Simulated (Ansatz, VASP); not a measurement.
SnSe in VASP and in Ansatz

```
CELL_PARAMETERS angstrom
0.00000 3.03213 3.03213
3.03213 0.00000 3.03213
3.03213 3.03213 0.00000
ATOMIC_POSITIONS crystal
Sn 0.00000 0.00000 0.00000
Se 0.50000 0.50000 0.50000
```

Change from the starting cell: hydrostatic strain +1.0%.

Alike in both runs: task single point; functional r2SCAN; k mesh 8 × 8 × 8; occupations fermi-dirac, width 0.02 eV; non-collinear spin, spin-orbit coupling.

|  | VASP | Ansatz |
| --- | --- | --- |
| version | VASP 6.6.1 | Ansatz 0.2.0 |
| potentials or method | VASP PAW PBE potentials, release 64 (Sn_d, Se) | plane waves, PAW |
| plane-wave cutoff (eV) | 520 | 500 |
| valence electrons in the cell | 20 | 30 |

```tsv
	VASP	Ansatz	Ansatz less VASP
pressure (GPa)	-1.3	-1.3	-0.02
```

VASP's potentials were made for PBE, not for r2SCAN. With one functional, cell and mesh, what is left measures potentials, basis and numerics. VASP's potentials hold 20 valence electrons a cell and Ansatz's 30, so a difference there can come from the potentials and not from the codes.
